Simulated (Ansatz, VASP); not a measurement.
Sr3O in VASP and in Ansatz

```
Sr O
1.0
     5.21772    0.00000    0.00000
     0.00000    5.21772    0.00000
     0.00000    0.00000    5.21772
Sr O
3 1
Cartesian
  0.0000 2.6089 2.6089
  2.6089 0.0000 2.6089
  2.6089 2.6089 0.0000
  0.0000 0.0000 0.0000
```

Alike in both runs: task relaxation of cell and atoms; functional PBE; k mesh 10 × 10 × 10; occupations gaussian, width 0.1 eV; no spin polarisation.

```csv
,VASP,Ansatz
version,VASP 6.6.1,Ansatz 0.2.0
potentials or method,"VASP PAW PBE potentials, release 64 (Sr_sv, O), cutoff 600 eV","scalar-relativistic, plane waves, PAW"
valence electrons in the cell,36,36
```

|  | VASP | Ansatz | Ansatz less VASP |
| --- | --- | --- | --- |
| gap on the k mesh at the Fermi level, each at its own relaxed structure (eV) | none | none | - |
| relaxed volume (Å³/atom) | 36.26 | 36.16 | -0.105 |
| relaxed cell length with the largest relative difference (Å) | 5.254 | 5.249 | -0.0051 |

A gap of «none» marks a metal or a gap that the smearing closes.
